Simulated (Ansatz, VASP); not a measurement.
**Two plane-wave programs on ZrNb2N3**

```
Zr Nb N
1.0
    -1.58245    1.58245    6.75112
     1.58245   -1.58245    6.75112
     1.58245    1.58245   -6.75112
Zr Nb N
1 2 3
Direct
  0.00000 0.00000 0.00000
  0.32754 0.32754 0.00000
  0.67246 0.67246 0.00000
  0.83437 0.83437 0.00000
  0.16563 0.16563 0.00000
  0.50000 0.50000 0.00000
```

Change from the starting cell: species swapped into the K2NaCl3 type (I4/mmm, No. 139).

Alike in both runs: functional PBE; k mesh 5 × 5 × 5; occupations gaussian, width 0.15 eV; no spin polarisation.

Ansatz relaxed the structure, and its values are those at the end. VASP's run is a single point on that final structure, the one shown.

|  | VASP | Ansatz |
| --- | --- | --- |
| version | VASP 6.6.1 | Ansatz 0.2.0 |
| potentials or method | VASP PAW PBE potentials, release 64 (Zr_sv, Nb_sv, N), cutoff 600 eV | scalar-relativistic, plane waves, PAW |
| valence electrons in the cell | 53 | 53 |

VASP gave:

```
gap on the k mesh at the Fermi level (eV) : none
pressure (GPa)                            : -0.6
rms of the force components (eV/Å)        : 0.021
```

**Question.** Which values does Ansatz return?

**Answer.** gap on the k mesh at the Fermi level (eV): none; pressure (GPa): -0.2; rms of the force components (eV/Å): 0.020.

A gap of «none» marks a metal or a gap that the smearing closes. With one functional, cell and mesh, what is left measures potentials, basis and numerics.

The k mesh is coarse, so the values compare programs but aren't converged.
